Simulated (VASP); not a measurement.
Wanted: the native input for a VASP 6.6.1 run.

```
Task                   : single point
Functional             : PBE
Potentials or basis    : VASP PAW PBE potentials, release 64 (Be, Li_sv)
Cutoff                 : 520 eV
k mesh                 : 5 × 5 × 3
Occupations            : gaussian, width 0.15 eV
Spin                   : no spin polarisation
Dipole correction      : no
Further INCAR settings : LREAL = Auto; ALGO = Normal; EDIFF = 1e-06; NBANDS = 32
```

The structure of LiBe16 (a cell with a defect) lies in POSCAR:

```
LiBe16
1.0
   -2.2900000000     -3.9663960000      0.0000000000
    3.4350000000     -1.9831980000      0.0000000000
    0.0000000000      0.0000000000      7.1768600000
Be Li
16 1
Direct
    0.7426133806      0.5395884156      0.0069282234
    0.4940623494      0.4017629628      0.2533104861
    0.7721998566      0.3370131334      0.5067275666
    0.4939329943      0.4013412074      0.7605081149
    0.4832133754      0.0446708442      0.0070363136
    0.2396917523      0.8521602670      0.2526309359
    0.5598689734     -0.2771811532      0.5071323442
    0.2398299754      0.8521737006      0.7612185914
    0.2386079427      0.5347276189      0.0069152101
    0.0067022566      0.3478996994      0.2521896119
    0.1756507097      0.5428449677      0.5069133570
    0.0063527004      0.3478827425      0.7615541306
   -0.0109043433      0.0286661296      0.0069670889
    0.7349366149      0.8997462501      0.2540632298
   -0.0325465874     -0.0565465340      0.5070840286
    0.7348951913      0.8994524542      0.7601641360
    0.3729178577      0.1319434936      0.5067666312
```

The input as run:

INCAR

```
  PREC = Accurate
  ENCUT = 520
  EDIFF = 1E-6
  ISMEAR = 0
  SIGMA = 0.15
  LREAL = Auto
  LASPH = True
  NELM = 60
  ALGO = Normal
  ISIF = 2
  LWAVE = False
  LCHARG = True
  GGA = PE
  LELF = True
  LVHAR = True
  NBANDS = 32
```

KPOINTS

```
regular mesh
0
Gamma
  5 5 3
```

Potentials or basis: VASP PAW PBE potentials, release 64 (Be, Li_sv).

Command:

```console
$ cat potpaw_PBE.64/Be/POTCAR potpaw_PBE.64/Li_sv/POTCAR > POTCAR
$ mpirun -np 1 vasp_std > vasp.out
```

It gave:

* Largest force: 0.016 eV/Å

It took 2.1 min on 1 thread of Intel(R) Xeon(R) 6975P-C (Granite Rapids) (shared host), peak memory 0.27 GiB.
